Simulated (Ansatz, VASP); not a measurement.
**Al: VASP beside Ansatz**

```
Al
1.0
     0.00000    2.03821    2.03821
     2.03821    0.00000    2.03821
     2.03821    2.03821    0.00000
Al
1
Direct
  0.00000 0.00000 0.00000
```

Alike in both runs: task single point; functional PBE0; k mesh 6 × 6 × 6; occupations fermi-dirac, width 0.05 eV; no spin polarisation.

|  | VASP | Ansatz |
| --- | --- | --- |
| version | VASP 6.6.1 | Ansatz 0.2.0 |
| potentials or method | VASP PAW PBE potentials, release 64 (Al) | Ansatz PAW |
| plane-wave cutoff (eV) | 520 | 420 |
| valence electrons in the cell | 3 | 3 |

```tsv
	VASP	Ansatz	Ansatz less VASP
gap on the k mesh at the Fermi level (eV)	none	none	-
pressure (GPa)	-2.7	-2.6	+0.02
```

A gap of «none» marks a metal or a gap that the smearing closes.

The k mesh is coarse, so the values compare programs but aren't converged.
